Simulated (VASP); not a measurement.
# Os: single point with PBEsol

Os:

```
Os
1.0
     2.64284    0.00000    0.00000
    -1.32142    2.28876    0.00000
     0.00000    0.00000    8.48569
Os
4
Direct
  0.00000 0.00000 0.00000
  0.00000 0.00000 0.50000
  0.33333 0.66667 0.25000
  0.66667 0.33333 0.75000
```

| Item | Value |
| --- | --- |
| Program | VASP 6.6.1 |
| Task | single point |
| Functional | PBEsol |
| Potentials or basis | VASP PAW PBE potentials, release 64 (Os) |
| Cutoff | 520 eV |
| k mesh | 15 × 15 × 4 |
| Occupations | fermi-dirac, width 0.1 eV |
| Spin | no spin polarisation |
| Dipole correction | no |
| Further INCAR settings | ALGO = Normal; EDIFF = 1e-06; NBANDS = 24 |

- Pressure: 45.1 GPa
- Band gap on the k mesh: zero (bands 16 and 17 overlap by 4.14 eV)

Stress tensor (GPa, compression positive):
```
43.74  0.00  0.00
 0.00 43.74  0.00
 0.00  0.00 47.72
```

Levels at points of the mesh, in eV from the Fermi level:
| k point | band 13 | band 14 | band 15 | band 16 | band 17 | band 18 | band 19 | band 20 |
| --- | --- | --- | --- | --- | --- | --- | --- | --- |
| (0.00, 0.00, 0.00) | -3.01 | -2.84 | -2.84 | -0.96 | -0.96 | -0.15 | 0.03 | 0.03 |
| (0.00, 0.00, 0.50) | -3.25 | -3.25 | -2.15 | -2.15 | -0.36 | -0.36 | -0.36 | -0.36 |

Wall time 2.3 min on 1 thread of Oxide Virtual Turin-like Processor (shared host), peak memory 0.18 GiB.

Caveat: the cell stands under pressure; the PAW data sets were made with another functional, which shifts forces and pressure a little; spin-orbit coupling is left out, which moves the levels of the heavy elements.
